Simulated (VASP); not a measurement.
Set up this calculation in VASP 6.6.1, as the native input.

| Quantity | Value |
| --- | --- |
| Task | single point |
| Functional | r2SCAN-based global hybrid with 25 % exact exchange |
| Potentials or basis | VASP PAW PBE potentials, release 64 (Pb_d, O) |
| Cutoff | 580 eV |
| k mesh | 4 × 4 × 3 |
| Occupations | fermi-dirac, width 0.05 eV |
| Spin | no spin polarisation |
| Dipole correction | no |
| Grid for exact exchange (PRECFOCK) | Normal |
| Share of exact exchange | 0.25 |
| Further INCAR settings | ALGO = Normal; EDIFF = 1e-06; NBANDS = 28 |

The system is PbO.

```
CELL_PARAMETERS angstrom
3.99000 0.00000 0.00000
0.00000 3.99000 0.00000
0.00000 0.00000 5.01000
ATOMIC_POSITIONS crystal
Pb 0.50000 0.00000 0.76000
Pb 0.00000 0.50000 0.24000
O 0.50000 0.50000 0.00000
O 0.00000 0.00000 0.00000
```

The input as run:

POSCAR

```
PbO
1.0
    3.9900000000      0.0000000000      0.0000000000
    0.0000000000      3.9900000000      0.0000000000
    0.0000000000      0.0000000000      5.0100000000
Pb O
2 2
Direct
    0.5000000000      0.0000000000      0.7600000000
    0.0000000000      0.5000000000      0.2400000000
    0.5000000000      0.5000000000      0.0000000000
    0.0000000000      0.0000000000      0.0000000000
```

INCAR.step1

```
SYSTEM = PbO
  PREC = Accurate
  ENCUT = 580
  EDIFF = 1E-5
  ISMEAR = -1
  SIGMA = 0.05
  LREAL = .False.
  LASPH = .True.
  NELM = 120
  ALGO = Normal
  ISIF = 2
  LWAVE = .True.
  LCHARG = .False.
  NBANDS = 28
  GGA = PE
  GGA_COMPAT = .False.
```

INCAR.step2

```
SYSTEM = PbO
  PREC = Accurate
  ENCUT = 580
  EDIFF = 1E-6
  ISMEAR = -1
  SIGMA = 0.05
  LREAL = .False.
  LASPH = .True.
  NELM = 120
  ALGO = Normal
  ISIF = 2
  LWAVE = .False.
  LCHARG = .False.
  METAGGA = R2SCAN
  LHFCALC = .True.
  AEXX = 0.25
  LMIXTAU = .True.
  PRECFOCK = Normal
  NBANDS = 28
  ISTART = 1
  GGA_COMPAT = .False.
```

KPOINTS

```
Automatic mesh
0
Gamma
  4 4 3
  0 0 0
```

Potentials or basis: VASP PAW PBE potentials, release 64 (Pb_d, O).

The run is started by

```sh
$ cat potpaw_PBE.64/Pb_d/POTCAR potpaw_PBE.64/O/POTCAR > POTCAR
$ cp INCAR.step1 INCAR
$ mpirun -np 1 vasp_std > vasp.out
$ cp INCAR.step2 INCAR
$ mpirun -np 1 vasp_std > vasp.out
```

It gave:

| Quantity | Value |
| --- | --- |
| Pressure | -2.4 GPa |
| Largest force | 0.747 eV/Å |
| Band gap on the k mesh | 2.75 eV (least direct gap 4.24 eV) |

Caveat: the PAW data sets were made with another functional, which shifts forces and pressure a little; spin-orbit coupling is left out, which moves the levels of the heavy elements.

It took 69 min on 1 thread of Oxide Virtual Turin-like Processor, on a shared host, peak memory 0.22 GiB.
